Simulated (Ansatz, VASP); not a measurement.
# Two plane-wave programs on BAs

```
B As
1.0
     0.00000    2.38394    2.38394
     2.38394    0.00000    2.38394
     2.38394    2.38394    0.00000
B As
1 1
Direct
  0.00000 0.00000 0.00000
  0.25000 0.25000 0.25000
```

Alike in both runs: functional PBEsol; k mesh 10 × 10 × 10; no spin polarisation.

Ansatz relaxed the structure, and its values are those at the end. VASP's run is a single point on that final structure, the one shown.

|  | VASP | Ansatz |
| --- | --- | --- |
| version | VASP 6.6.1 | Ansatz 0.2.0 |
| potentials or method | VASP PAW PBE potentials, release 64 (B, As), cutoff 520 eV | scalar-relativistic, plane waves, PAW |
| occupations | gaussian, width 0.01 eV | fixed |
| valence electrons in the cell | 8 | 18 |

|  | VASP | Ansatz | Ansatz less VASP |
| --- | --- | --- | --- |
| gap on the k mesh at the Fermi level (eV) | 1.07 | 1.08 | +0.009 |
| least direct gap on the mesh (eV) | 3.25 | 3.25 | +0.004 |
| pressure (GPa) | 0.9 | 0.0 | -0.88 |

VASP's potentials were made for PBE, not for PBEsol. VASP's potentials hold 8 valence electrons a cell and Ansatz's 18, so a difference there can come from the potentials and not from the codes.
